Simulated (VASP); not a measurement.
A run of VASP 6.6.1 is set up as follows.

INCAR

```
PREC = Accurate
ENCUT = 520
EDIFF = 1E-6
ISMEAR = -1
SIGMA = 0.05
LREAL = False
LASPH = True
NELM = 100
ALGO = Normal
ISIF = 2
LWAVE = False
LCHARG = False
GGA = PS
NBANDS = 18
```

File KPOINTS:

```
regular mesh
0
Gamma
  9 6 6
```

POSCAR

```
TiAl3
1.0
    2.8396770000      0.0000000000      0.0000000000
    0.0000000000      4.6812640000      0.0000000000
    0.0000000000      0.0000000000      4.9007420000
Ti Al
1 3
Direct
    0.0000000000      0.5000000000      0.1659160000
    0.0000000000      0.0000000000      0.8359000000
    0.5000000000      0.0000000000      0.3309120000
    0.5000000000      0.5000000000      0.6672710000
```

Potentials or basis: VASP PAW PBE potentials, release 64 (Ti_sv, Al).

Launch:

```sh
$ cat potpaw_PBE.64/Ti_sv/POTCAR potpaw_PBE.64/Al/POTCAR > POTCAR
$ mpirun -np 1 vasp_std > vasp.out
```

Task: Estimate the pressure.

Result: -2.3 GPa.

Task: Predict the largest force.

Result: 0.048 eV/Å.

Stress tensor (GPa, compression positive):
```
-4.39  0.00  0.00
 0.00 -1.19  0.00
 0.00  0.00 -1.43
```

Caveat: the PAW data sets were made with another functional, which shifts forces and pressure a little.
